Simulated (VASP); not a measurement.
Runs of VASP 6.6.1 on Cu. The structure is that of space group I4/mmm (No. 139), or close to it. The cells are those of the table. 

```csv
cell,gap on the mesh (eV),pressure (GPa)
"a = 2.721, b = 2.721, c = 3.499 Å, 2 atoms",none,-8.2
"a = 2.669, b = 2.669, c = 3.543 Å, 2 atoms",none,-6.1
"a = 2.669, b = 2.669, c = 3.416 Å, 2 atoms",none,-1.3
"a = 2.721, b = 2.721, c = 3.292 Å, 2 atoms",none,(a)
```

Alike in all rows: task single point; level PBE; potentials or basis VASP PAW PBE potentials, release 64 (Cu); no spin polarisation; k mesh 20 × 20 × 14; cutoff (eV) 520; smearing gaussian 0.1 eV.

Fill in the values left out.

(a) -1.2.

Caveats: the cell stands under tension (at least some runs).

A gap of «none» marks levels without a gap at the run's occupations.
